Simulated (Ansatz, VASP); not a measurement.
**One calculation of SrO, two programs**

```
CELL_PARAMETERS angstrom
0.00000 2.79228 2.79228
2.79228 0.00000 2.79228
2.79228 2.79228 0.00000
ATOMIC_POSITIONS crystal
Sr 0.00000 0.00000 0.00000
O 0.25000 0.25000 0.25000
```

Alike in both runs: task single point; functional PBE; k mesh 6 × 6 × 6; no spin polarisation.

|  | VASP | Ansatz |
| --- | --- | --- |
| version | VASP 6.6.1 | Ansatz 0.2.0 |
| potentials or method | VASP PAW PBE potentials, release 64 (Sr_sv, O) | plane waves |
| plane-wave cutoff (eV) | 600 | 420 |
| occupations | gaussian, width 0.01 eV | fixed |
| valence electrons in the cell | 16 | 16 |

VASP gave:

```
gap on the k mesh at the Fermi level (eV) : 2.53
pressure (GPa)                            : 1.4
```

**Question.** Estimate Ansatz's values.

**Answer.** gap on the k mesh at the Fermi level (eV): 2.52; pressure (GPa): 1.0.
